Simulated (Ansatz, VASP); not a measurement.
# Te: VASP beside Ansatz

```xyz
1
Lattice="2.8448 0.0000 0.0000 -1.4224 2.4637 0.0000 0.0000 0.0000 2.6643" Properties=species:S:1:pos:R:3 pbc="T T T"
Te    0.0000    0.0000    0.0000
```

Change from the starting cell: volume scaled by 0.6, LAPW.

Alike in both runs: task single point; functional PBE; k mesh 15 × 15 × 13; occupations fermi-dirac, width 0.1 eV; no spin polarisation.

```csv
,VASP,Ansatz
version,VASP 6.6.1,Ansatz 0.2.0
potentials or method,"VASP PAW PBE potentials, release 64 (Te), cutoff 520 eV","all-electron LAPW, scalar-relativistic"
```

|  | VASP | Ansatz | Ansatz less VASP |
| --- | --- | --- | --- |
| pressure (GPa) | 82.5 | 81.9 | -0.53 |
| traceless stress, the component that is largest in VASP (GPa) | 0.11 | 0.00 | -0.118 |

Both programs put the cell under a high pressure, so it lies far from rest at this level. Ansatz ran all-electron here, and VASP with PAW potentials.

Spin-orbit coupling is off throughout. Noted on VASP's run: the cell as given lies far from equilibrium.
